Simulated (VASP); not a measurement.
# CdH2O2 (P1) in VASP: further runs, part 2 of 2

VASP 6.6.1. Earlier steps stand in the parts before.

### 4 Single point, LDA

This run uses another cell than the first one, of 10.41 Å³/atom, 1.045 times its volume.

Input file INCAR:

```
  PREC = Accurate
  ENCUT = 520
  EDIFF = 1E-7
  ISMEAR = -1
  SIGMA = 0.05
  LREAL = False
  LASPH = True
  NELM = 60
  ALGO = Normal
  ISIF = 2
  LWAVE = False
  LCHARG = True
  LELF = True
  LVHAR = True
  NBANDS = 37
```

Input file KPOINTS:

```
Automatic mesh
0
Gamma
  4 3 3
```

Input file POSCAR:

```
CdH2O2
1.0
   -0.1263180000      0.0323890000      3.4369840000
    5.6990720000     -0.1645750000     -0.0590220000
    2.6378550000      5.2557370000      1.7336930000
Cd H O
2 4 4
Direct
    0.8476668023      0.8546395142      0.2998889058
    0.1542767303      0.1512437628      0.6992737790
    0.1783750670      0.6684323983      0.6835408377
    0.8411775968      0.3552996768      0.3305623061
    0.8176665547      0.5360028844      0.0041893787
    0.2182076816      0.6653523423     -0.0062847831
    0.4958106077      0.1191168873     -0.0010853184
    0.2218923381      0.5955311686      0.5592703119
    0.7869337408      0.1609476558      0.4261889367
    0.9464793016      0.6878853398      0.9907562368
```

Potentials or basis: VASP PAW LDA potentials, release 64 (Cd, H, O).

Run with:

```sh
cat potpaw_LDA.64/Cd/POTCAR potpaw_LDA.64/H/POTCAR potpaw_LDA.64/O/POTCAR > POTCAR
mpirun -np 1 vasp_std > vasp.out
```

OUTCAR:

```text
PREC = Accurate
   ENCUT = 520
   EDIFF = 1E-7
   ISMEAR = -1
   LREAL = False
   LASPH = True
   NELM = 60
   ISIF = 2

 ion  position               nearest neighbor table
   1  0.848  0.855  0.300-   9 2.17   8 2.30  10 2.40   8 2.40   7 2.41   7 2.51   2 3.20
   2  0.154  0.151  0.699-   8 2.30   9 2.34   9 2.34   7 2.39   7 2.44  10 2.45   1 3.20
   3  0.178  0.668  0.684-   8 0.99
   4  0.841  0.355  0.331-   9 1.00
   5  0.818  0.536  0.004-  10 0.92
   6  0.218  0.665  0.994-  10 0.95
   7  0.496  0.119  0.999-   2 2.39   1 2.41   2 2.44   1 2.51
   8  0.222  0.596  0.559-   3 0.99   1 2.30   2 2.30   1 2.40
   9  0.787  0.161  0.426-   4 1.00   1 2.17   2 2.34   2 2.34
  10  0.946  0.688  0.991-   5 0.92   6 0.95   1 2.40   2 2.45

  LATTYP: Found a triclinic cell.
 ALAT       =    13.6146836184
 B/A-ratio  =     1.2442552946
 C/A-ratio  =     0.4758107989
 COS(alpha) =     0.0007322338
 COS(beta)  =     0.6096095628
 COS(gamma) =     0.7900792190

  Lattice vectors:

 A1 = (  -5.1493920000, -10.5438630000,  -6.9043700000)
[... 195 lines left out ...]
  band No.  band energies     occupation
      1     -22.4805      2.00000
      2     -18.2758      2.00000
      3     -18.0612      2.00000
      4     -14.4350      2.00000
      5     -10.1628      2.00000
      6      -7.5537      2.00000
[... 749 lines left out ...]
     36      10.7235      0.00000
     37      10.9942      0.00000

------------------------ aborting loop because EDIFF is reached ----------------------------------------

  FORCE on cell =-STRESS in cart. coord.  units (eV):
  Direction    XX          YY          ZZ          XY          YZ          ZX
  --------------------------------------------------------------------------------------
  -------------------------------------------------------------------------------------
  Total        0.9484182     -2.0470155     -3.8846334      0.9848725     -0.3539657      0.5210391
  in kB       14.5952921    -31.5017039    -59.7809696     15.1562905     -5.4472097      8.0183172
  external PRESSURE =     -25.5624605 kB  Pullay stress =       0.0000000 kB

 VOLUME and BASIS-vectors are now :
 -----------------------------------------------------------------------------
  energy-cutoff  :      520.00
  volume of cell :      104.11
      direct lattice vectors                 reciprocal lattice vectors
    -0.126318000  0.032389000  3.436984000     0.000238990 -0.096398155  0.291869973
     5.699072000 -0.164575000 -0.059022000     0.172966235 -0.089185960  0.007197413
     2.637855000  5.255737000  1.733693000     0.005414688  0.188069620 -0.001573302

 POSITION                                       TOTAL-FORCE (eV/Angst)
 -----------------------------------------------------------------------------------
      5.55464      1.46294      3.38289         0.787722     -0.766082      0.117048
      2.68704      3.65531      1.73365         1.241387      0.694731     -0.102230
      5.58999      3.48828      1.75867        -0.449976     -0.131838     -0.145824
      2.79060      1.70612      3.44324        -1.048166      0.325101      0.046548
      2.96248     -0.03971      2.78593        -4.469762      0.455066     -2.208060
      6.38560      5.12027      2.43350        -0.233236      0.065686      1.791948
      3.25122      5.24649      3.42887        -1.033199     -0.125955     -0.197447
      4.84122      2.84856      1.69709         0.343978     -0.989734      0.052677
      1.94207      2.23894      3.43406         1.502908      0.848954      0.015975
      6.41422      5.12460      4.93010         3.358343     -0.375928      0.629365
 -----------------------------------------------------------------------------------
    total drift:                               -0.000730      0.000538      0.000119

  FREE ENERGIE OF THE ION-ELECTRON SYSTEM (eV)
  ---------------------------------------------------
  free  energy   TOTEN  =       -47.7118631976 eV

  energy  without entropy=      -47.7040781118  energy(sigma->0) =      -47.70797065
```

OSZICAR:

```text
N       E                     dE             d eps       ncg     rms          rms(c)
DAV:   1     0.386406419791E+03    0.38641E+03   -0.27562E+04  1406   0.136E+03
DAV:   2    -0.271821273482E+02   -0.41359E+03   -0.39413E+03  1537   0.357E+02
DAV:   3    -0.550837029205E+02   -0.27902E+02   -0.27679E+02  1653   0.995E+01
DAV:   4    -0.553397490250E+02   -0.25605E+00   -0.25580E+00  1585   0.100E+01
DAV:   5    -0.553413462799E+02   -0.15973E-02   -0.15971E-02  1650   0.745E-01    0.179E+01
DAV:   6    -0.481704233047E+02    0.71709E+01   -0.23933E+01  1905   0.504E+01    0.127E+01
DAV:   7    -0.479839678719E+02    0.18646E+00   -0.46418E+00  1577   0.129E+01    0.702E+00
DAV:   8    -0.477951796358E+02    0.18879E+00   -0.66600E-01  1717   0.480E+00    0.403E+00
DAV:   9    -0.477168245900E+02    0.78355E-01   -0.24744E-01  1581   0.283E+00    0.611E-01
DAV:  10    -0.477121295860E+02    0.46950E-02   -0.29608E-02  1630   0.989E-01    0.221E-01
DAV:  11    -0.477119155482E+02    0.21404E-03   -0.31874E-03  1583   0.455E-01    0.132E-01
DAV:  12    -0.477119077503E+02    0.77979E-05   -0.10023E-03  1711   0.194E-01    0.619E-02
DAV:  13    -0.477118637700E+02    0.43980E-04   -0.18124E-04  1651   0.895E-02    0.298E-02
DAV:  14    -0.477118632213E+02    0.54869E-06   -0.30476E-05  1698   0.341E-02    0.120E-02
DAV:  15    -0.477118632196E+02    0.17444E-08   -0.62043E-06  1569   0.149E-02    0.323E-03
DAV:  16    -0.477118631976E+02    0.21919E-07   -0.28097E-07  1556   0.510E-03
   1 F= -.47711863E+02 E0= -.47707971E+02  d E =-.778509E-02
```

It took 89 s on 1 thread of Intel Xeon Platinum 8375C at 2.90GHz (Ice Lake), shared host; peak memory 0.22 GiB.

Results:

- Free energy: -47.7119 eV
- Pressure: -2.6 GPa
- Largest force: 5.006 eV/Å

Forces on the atoms (eV/Å):
```
Cd   0.788 -0.766  0.117
Cd   1.241  0.695 -0.102
H   -0.450 -0.132 -0.146
H   -1.048  0.325  0.047
H   -4.470  0.455 -2.208
H   -0.233  0.066  1.792
O   -1.033 -0.126 -0.197
O    0.344 -0.990  0.053
O    1.503  0.849  0.016
O    3.358 -0.376  0.629
```

Stress tensor (GPa, compression positive):
```
 1.46  1.52  0.80
 1.52 -3.15 -0.54
 0.80 -0.54 -5.98
```

Caveat: the k points lie up to 0.48 Å⁻¹ apart; forces of over 1 eV/Å act on the atoms, so gaps and moduli don't describe the material at rest.

### 5 The runs side by side

| cell | pressure (GPa) | largest force (eV/Å) |
| --- | --- | --- |
| a = 3.389, b = 5.618, c = 6.041 Å, angles 66.3, 74.0, 92.7°, 10 atoms | -1.3 | 1.86 |
| a = 3.421, b = 5.672, c = 6.098 Å, angles 66.3, 74.0, 92.7°, 10 atoms | -5.8 | 2.54 |
| a = 3.439, b = 5.702, c = 6.131 Å, angles 66.3, 74.0, 92.7°, 10 atoms | -2.6 | 5.01 |

Alike in all rows: task single point; level LDA; potentials or basis VASP PAW LDA potentials, release 64 (Cd, H, O); no spin polarisation; k mesh 4 × 3 × 3; cutoff (eV) 520; smearing fermi-dirac 0.05 eV.

Caveats: all runs use coarse meshes; forces of over 1 eV/Å act on the atoms, so gaps and moduli don't describe the material at rest.

Absolute energies hang on the potentials; compare differences alone.
